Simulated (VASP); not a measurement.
Input of a VASP 6.6.1 run:

File INCAR:

```
SYSTEM = Sr
PREC = Accurate ; ENCUT = 520
EDIFF = 1E-6 ; ISMEAR = 0
SIGMA = 0.1 ; LREAL = .False.
LASPH = .True. ; NELM = 100
ALGO = Normal ; ISIF = 2
LWAVE = .False. ; LCHARG = .False.
GGA = PS ; NBANDS = 11
```

KPOINTS

```
Automatic mesh
0
Gamma
  6 6 6
  0 0 0
```

The input POSCAR:

```
Sr
1.0
   -2.4250000000      2.4250000000      2.4250000000
    2.4250000000     -2.4250000000      2.4250000000
    2.4250000000      2.4250000000     -2.4250000000
Sr
1
Direct
    0.0000000000      0.0000000000      0.0000000000
```

Potentials or basis: VASP PAW PBE potentials, release 64 (Sr_sv).

Command:

```sh
$ cat potpaw_PBE.64/Sr_sv/POTCAR > POTCAR
$ mpirun -np 1 vasp_std > vasp.out
```

(1) Estimate the pressure.

(2) Estimate the band gap on the k mesh.

## Answers

(1) -1.2 GPa.

(2) zero (bands 5 and 6 overlap by 0.28 eV).

Caveat: the PAW data sets were made with another functional, which shifts forces and pressure a little.
